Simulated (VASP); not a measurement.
Wanted: the native input for a VASP 6.6.1 run.

```yaml
Task: relaxation of volume and atoms at fixed shape
Functional: LDA
Potentials_or_basis: VASP PAW LDA potentials, release 64 (Sr_sv, Ca_sv)
Cutoff: 600 eV
k_mesh: 4 × 4 × 4
Occupations: gaussian, width 0.1 eV
Spin: no spin polarisation
Dipole_correction: no
Further_INCAR_settings: ALGO = Normal; EDIFF = 1e-06; IBRION = 2; EDIFFG = -0.01; NSW = 80; ISIF = 8
```

The structure of Sr3Ca lies in POSCAR:

```
Sr3Ca
1.0
    5.9887520000      0.0000000000      0.0000000000
    0.0000000000      5.9887520000      0.0000000000
    0.0000000000      0.0000000000      5.9887520000
Sr Ca
3 1
Direct
    0.0000000000      0.5000000000      0.5000000000
    0.5000000000      0.0000000000      0.5000000000
    0.5000000000      0.5000000000      0.0000000000
    0.0000000000      0.0000000000      0.0000000000
```

The input as run:

INCAR

```
SYSTEM = Sr3Ca
PREC     = Accurate       ! precision mode
ENCUT    = 600            ! plane-wave cutoff, eV
EDIFF    = 1E-6           ! SCF threshold, eV
ISMEAR   = 0              ! smearing method
SIGMA    = 0.1            ! smearing width, eV
LREAL    = .FALSE.        ! projectors in reciprocal space
LASPH    = .TRUE.         ! aspherical terms in the spheres
NELM     = 100            ! most SCF steps
ALGO     = Normal         ! electronic algorithm
ISIF     = 8              ! what is computed and relaxed
LWAVE    = .FALSE.        ! write WAVECAR
LCHARG   = .FALSE.        ! write CHGCAR
GGA      = CA             ! functional
IBRION   = 2              ! ionic algorithm
NSW      = 80             ! ionic steps
EDIFFG   = -0.01          ! ionic threshold
```

KPOINTS

```
regular mesh
0
G
  4 4 4
  0 0 0
```

Potentials or basis: VASP PAW LDA potentials, release 64 (Sr_sv, Ca_sv).

Launch:

```bash
$ cat potpaw_LDA.64/Sr_sv/POTCAR potpaw_LDA.64/Ca_sv/POTCAR > POTCAR
$ mpirun -np 1 vasp_std > vasp.out
```

It gave:

```json
{"Relaxed volume": "45.84 Å³/atom", "Relaxed cell": "a = 5.681 Å, b = 5.681 Å, c = 5.681 Å, α = 90.00°, β = 90.00°, γ = 90.00°", "Space group after relaxing (to 0.1 Å)": "Pm-3m (No. 221)", "Energy gained by relaxing": "49.6 meV/atom", "Ionic steps": "4", "Pressure after relaxing": "0.0 GPa", "Band gap on the k mesh": "zero (bands 20 and 21 overlap by 0.04 eV)"}
```

Wall time 88 s on 1 thread of Intel(R) Xeon(R) Platinum 8488C (Sapphire Rapids), with other jobs on the host, peak memory 0.3 GiB.
